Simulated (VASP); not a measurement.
# SiC (Moissanite 3C) (F-43m) in VASP: notebook, part 2 of 3

VASP 6.6.1. The steps go on from the part before.

**4. Single point, r2SCAN**

This run uses another cell than the first one, of 10.76 Å³/atom, 1.040 times its volume.

The input, POSCAR:

```
SiC
1.0
    0.0000000000      2.2076743409      2.2076743409
    2.2076743409      0.0000000000      2.2076743409
    2.2076743409      2.2076743409      0.0000000000
Si C
1 1
Direct
    0.0000000000      0.0000000000      0.0000000000
    0.2500000000      0.2500000000      0.2500000000
```

The input, INCAR.step1:

```
SYSTEM = SiC
  PREC = Accurate
  ENCUT = 520
  ISMEAR = 0
  SIGMA = 0.01
  LREAL = .FALSE.
  LASPH = .TRUE.
  NELM = 80
  NBANDS = 11
  GGA = PE
  ALGO = Normal
  EDIFF = 1E-4
  LWAVE = .TRUE.
  LCHARG = .FALSE.
```

The input, INCAR.step2:

```
SYSTEM = SiC
  PREC = Accurate
  ENCUT = 520
  EDIFF = 1E-6
  ISMEAR = 0
  SIGMA = 0.01
  LREAL = .FALSE.
  LASPH = .TRUE.
  NELM = 80
  ALGO = Normal
  ISIF = 2
  LWAVE = .FALSE.
  LCHARG = .FALSE.
  METAGGA = R2SCAN
  LMIXTAU = .TRUE.
  NBANDS = 11
  ISTART = 1
```

The input, KPOINTS:

```
regular mesh
0
G
  8 8 8
  0 0 0
```

Potentials or basis: VASP PAW PBE potentials, release 64 (Si, C).

On the command line:

```console
> cat potpaw_PBE.64/Si/POTCAR potpaw_PBE.64/C/POTCAR > POTCAR
> cp INCAR.step1 INCAR
> mpirun -np 1 vasp_std > vasp.out
> cp INCAR.step2 INCAR
> mpirun -np 1 vasp_std > vasp.out
```

OUTCAR:

```text
SYSTEM = SiC
   PREC = Accurate
   ENCUT = 520
   EDIFF = 1E-6
   ISMEAR = 0
   LREAL = .FALSE.
   LASPH = .TRUE.
   NELM = 80
   ISIF = 2
   METAGGA = R2SCAN
   ISTART = 1

 ion  position               nearest neighbor table
   1  0.000  0.000  0.000-   2 1.91   2 1.91   2 1.91   2 1.91
   2  0.250  0.250  0.250-   1 1.91   1 1.91   1 1.91   1 1.91

  LATTYP: Found a face centered cubic cell.
 ALAT       =     4.4153486818

  Lattice vectors:

 A1 = (   0.0000000000,   2.2076743409,   2.2076743409)
 A2 = (   2.2076743409,   0.0000000000,   2.2076743409)
 A3 = (   2.2076743409,   2.2076743409,   0.0000000000)

Analysis of symmetry for initial positions (statically):
=====================================================================
 Subroutine PRICEL returns:
 Original cell was already a primitive cell.

 Routine SETGRP: Setting up the symmetry group for a
 face centered cubic supercell.

 Subroutine GETGRP returns: Found 24 space group operations
 (whereof 24 operations were pure point group operations)
 out of a pool of 48 trial point group operations.

The static configuration has the point symmetry T_d .

Analysis of symmetry for dynamics (positions and initial velocities):
=====================================================================
 Subroutine PRICEL returns:
 Original cell was already a primitive cell.

 Routine SETGRP: Setting up the symmetry group for a
 face centered cubic supercell.

 Subroutine GETGRP returns: Found 24 space group operations
 (whereof 24 operations were pure point group operations)
 out of a pool of 48 trial point group operations.

The dynamic configuration has the point symmetry T_d .

 Subroutine INISYM returns: Found 24 space group operations
 (whereof 24 operations are pure point group operations),
 and found     1 'primitive' translations

----------------------------------------------------------------------------------------

                                     Primitive cell

  volume of cell :      21.5196

  direct lattice vectors                    reciprocal lattice vectors
     0.000000000  2.207674341  2.207674341    -0.226482679  0.226482679  0.226482679
     2.207674341  0.000000000  2.207674341     0.226482679 -0.226482679  0.226482679
     2.207674341  2.207674341  0.000000000     0.226482679  0.226482679 -0.226482679

  length of vectors
     3.122122994  3.122122994  3.122122994     0.392279508  0.392279508  0.392279508

  position of ions in fractional coordinates (direct lattice)
     0.000000000  0.000000000  0.000000000
     0.250000000  0.250000000  0.250000000

  ion indices of the primitive-cell ions
   primitive index   ion index
                 1           1
                 2           2

----------------------------------------------------------------------------------------

 KPOINTS: regular mesh

Automatic generation of k-mesh.
 Grid dimensions read from file:
 generate k-points for:    8    8    8

 Generating k-lattice:

  Cartesian coordinates                     Fractional coordinates (reciprocal lattice)
    -0.028310335  0.028310335  0.028310335     0.125000000  0.000000000  0.000000000
     0.028310335 -0.028310335  0.028310335     0.000000000  0.125000000  0.000000000
     0.028310335  0.028310335 -0.028310335     0.000000000  0.000000000  0.125000000

  Length of vectors
     0.049034938  0.049034938  0.049034938

  Shift w.r.t. Gamma in fractional coordinates (k-lattice)
     0.000000000  0.000000000  0.000000000

 Subroutine IBZKPT returns following result:
 ===========================================

 Found     29 irreducible k-points:

 Following reciprocal coordinates:
            Coordinates               Weight
  0.000000  0.000000  0.000000      1.000000
  0.125000  0.000000  0.000000      8.000000
  0.250000  0.000000  0.000000      8.000000
  0.375000  0.000000  0.000000      8.000000
  0.500000  0.000000  0.000000      4.000000
  0.125000  0.125000  0.000000      6.000000
[... 16 lines left out ...]
  0.500000  0.250000  0.125000     48.000000
 -0.375000  0.250000  0.125000     24.000000
 [... further k-points ...]
   k-points           NKPTS =     29   k-points in BZ     NKDIM =     29   number of bands    NBANDS=     11
   number of dos      NEDOS =    301   number of ions     NIONS =      2
   total plane-waves  NPLWV =  13824
   dimension x,y,z NGX =    24 NGY =   24 NGZ =   24
   dimension x,y,z NGXF=    48 NGYF=   48 NGZF=   48
   ions per type =               1   1
   NGX,Y,Z   is equivalent  to a cutoff of  12.78, 12.78, 12.78 a.u.
   NGXF,Y,Z  is equivalent  to a cutoff of  25.56, 25.56, 25.56 a.u.
 SYSTEM =  SiC
   PREC   = accura    normal or accurate (medium, high low for compatibility)
   ISTART =      1    job   : 0-new  1-cont  2-samecut
   ICHARG =      0    charge: 1-file 2-atom 10-const
   ISPIN  =      1    spin polarized calculation?
   LNONCOLLINEAR =      F non collinear calculations
   LSORBIT =      F    spin-orbit coupling
   LASPH  =      T    aspherical Exc in radial PAW
   ENCUT  =  520.0 eV  38.22 Ry    6.18 a.u.   5.81  5.81  5.81*2*pi/ulx,y,z
   NELM   =     80;   NELMIN=  2; NELMDL=  0     # of ELM steps
   EDIFF  = 0.1E-05   stopping-criterion for ELM
   LREAL  =      F    real-space projection
   EDIFFG = 0.1E-04   stopping-criterion for IOM
   NSW    =      0    number of steps for IOM
   IBRION =     -1    ionic relax: 0-MD 1-quasi-New 2-CG
   NFREE  =      0    steps in history (QN), initial steepest desc. (CG)
   ISIF   =      2    stress and relaxation
   ISYM   =      2    0-nonsym 1-usesym 2-fastsym
   POTIM  = 0.5000    time-step for ionic-motion
   TEBEG  =    0.0;   TEEND  =   0.0 temperature during run
   PSTRESS=    0.0 pullay stress
   NELECT =       8.0000    total number of electrons
   NUPDOWN=      -1.0000    fix difference up-down
   EMIN   =  10.00;   EMAX   =-10.00  energy-range for DOS
   EFERMI =   0.00;   METHOD = LEGACY
   ISMEAR =     0;   SIGMA  =   0.01  broadening in eV -4-tet -1-fermi 0-gaus
   EFERMI_NEDOS =   21; number of points for ismear=-14 and -15
   IALGO  =     38    algorithm
   IMIX   =      4    mixing-type and parameters
     AMIX     =   0.40;   BMIX     =  1.00
     AMIX_MAG =   1.60;   BMIX_MAG =  1.00
  volume/ion in A,a.u.               =      10.76        72.61
  Fermi-wavevector in a.u.,A,eV,Ry     =   1.177136  2.224464 18.852888  1.385648
  Thomas-Fermi vector in A             =   2.313487
   LORBIT       =      0    0 simple, 1 ext, 2 COOP (PROOUT), +10 PAW based schemes
   METAGGA = R2SCAN    functional components
   LHFCALC =     F    Hartree Fock is set to
   AEXX    =    0.0000 exact exchange contribution
   IVDW    =     0    specifies the selected vdW correction
   LEPSILON=     F    determine dielectric tensor
   LRPA    =     F    only Hartree local field effects (RPA)
 non-spin polarized calculation
 Gauss-broadening in eV      SIGMA  =   0.01
  energy-cutoff  :      520.00
  volume of cell :       21.52
 maximum number of plane-waves:       604
   NGX = 11   NGY = 11   NGZ = 11

 number of electron       8.0000001 magnetization

 Free energy of the ion-electron system (eV)
  ---------------------------------------------------
  ext. energy  EPLUGINS =         0.00000000
  ---------------------------------------------------
  free energy    TOTEN  =       -19.30221095 eV

  energy without entropy =      -19.30221095  energy(sigma->0) =      -19.30221095

 E-fermi :   7.6291     XC(G=0): -11.7591

 val. band max:        7.5513190290   @ k =   0.0000   0.0000   0.0000
 cond. band min:       9.2997161024   @ k =   0.5000   0.5000   0.0000
 fundamental gap:      1.7483970734
 Fermi energy:         7.6290680735

 k-point     1 :       0.0000    0.0000    0.0000
  band No.  band energies     occupation
      1      -8.3199      2.00000
      2       7.5513      2.00000
      3       7.5513      2.00000
      4       7.5513      2.00000
      5      13.8932      0.00000
      6      15.1120      0.00000
      7      15.1120      0.00000
      8      15.1120      0.00000
      9      22.5207      0.00000
     10      22.5207      0.00000
     11      24.6765      0.00000
[... 309 lines left out ...]
 k-point    24 :      -0.3750    0.2500    0.1250
  band No.  band energies     occupation
      1      -4.1992      2.00000
      2      -0.3619      2.00000
      3       3.7663      2.00000
      4       5.2603      2.00000
      5      13.2317      0.00000
      6      15.1191      0.00000
      7      18.1067      0.00000
      8      19.0539      0.00000
      9      21.4821      0.00000
     10      24.4311      0.00000
     11      27.5901      0.00000

 [... further k-points ...]
[... 5 lines left out ...]
  --------------------------------------------------------------------------------------
  -------------------------------------------------------------------------------------
  Total       -1.1571918     -1.1571918     -1.1571918      0.0000000     -0.0000000     -0.0000000
  in kB      -86.1550833    -86.1550833    -86.1550833      0.0000000     -0.0000000     -0.0000000
  external PRESSURE =     -86.1550833 kB  Pullay stress =       0.0000000 kB

 VOLUME and BASIS-vectors are now :
 -----------------------------------------------------------------------------
  energy-cutoff  :      520.00
  volume of cell :       21.52
      direct lattice vectors                 reciprocal lattice vectors
     0.000000000  2.207674341  2.207674341    -0.226482679  0.226482679  0.226482679
     2.207674341  0.000000000  2.207674341     0.226482679 -0.226482679  0.226482679
     2.207674341  2.207674341  0.000000000     0.226482679  0.226482679 -0.226482679

 POSITION                                       TOTAL-FORCE (eV/Angst)
 -----------------------------------------------------------------------------------
      0.00000      0.00000      0.00000         0.000000      0.000000     -0.000000
      1.10384      1.10384      1.10384        -0.000000     -0.000000      0.000000
 -----------------------------------------------------------------------------------
    total drift:                               -0.000000     -0.000000     -0.000000

  FREE ENERGIE OF THE ION-ELECTRON SYSTEM (eV)
  ---------------------------------------------------
  free  energy   TOTEN  =       -19.3022109454 eV

  energy  without entropy=      -19.3022109454  energy(sigma->0) =      -19.30221095
```

It took 11 s on 1 thread of Intel Xeon 6975P-C (Granite Rapids), shared host; peak memory 0.13 GiB.

What came out:

```yaml
Free_energy: -19.3022 eV
Pressure: -8.6 GPa
Band_gap_on_the_k_mesh: 1.75 eV, indirect (least direct gap 5.01 eV)
```

Caveat: the PAW data sets were made with another functional, which shifts forces and pressure a little. r2SCAN opens gaps a little over a GGA but as a rule still falls short of measured ones.

(Part 2 of 3 ends here.)
